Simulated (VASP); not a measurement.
Write the native input for VASP 6.6.1 that does the following.

* Task: single point
* Functional: PBEsol
* Potentials or basis: VASP PAW PBE potentials, release 64 (Sb)
* Cutoff: 520 eV
* k mesh: 9 × 9 × 6
* Occupations: gaussian, width 0.1 eV
* Spin: no spin polarisation
* Dipole correction: no
* Further INCAR settings: ALGO = Normal; EDIFF = 1e-07; NBANDS = 12

The structure of Sb lies in POSCAR:

```
Sb
1.0
    5.9497187636      0.0000000000      0.0000000000
   -2.9748593818      5.1526075948      0.0000000000
    0.0000000000      0.0000000000      9.6566072163
Sb
2
Direct
    0.3333333333      0.6666666667      0.2500000000
    0.6666666667      0.3333333333      0.7500000000
```

This cell differs from its parent crystal: N replaced by Sb, lengths x 1.575, strained.

One way to write it, as run:

INCAR

```
ALGO = Normal ; EDIFF = 1E-7
ENCUT = 520 ; GGA = PS
ISIF = 2 ; ISMEAR = 0
LASPH = T ; LCHARG = F
LREAL = F ; LWAVE = F
NBANDS = 12 ; NELM = 80
PREC = Accurate ; SIGMA = 0.1
```

KPOINTS

```
k-points
0
Gamma
  9 9 6
```

Potentials or basis: VASP PAW PBE potentials, release 64 (Sb).

Command:

```sh
$ cat potpaw_PBE.64/Sb/POTCAR > POTCAR
$ mpirun -np 1 vasp_std > vasp.out
```

It gave:

```yaml
Pressure: -1.1 GPa
Band_gap_on_the_k_mesh: zero (band 5 reaches -2.41 eV, above the bottom of band 6 at -2.76 eV)
```

Caveat: the cell differs from its parent crystal (N replaced by Sb, lengths x 1.575, strained); the PAW data sets were made with another functional, which shifts forces and pressure a little; spin-orbit coupling is left out, which moves the levels of the heavy elements.

Run time: 120 s on 1 thread of Intel(R) Xeon(R) Platinum 8488C (Sapphire Rapids), with other jobs on the host, peak memory 0.49 GiB.
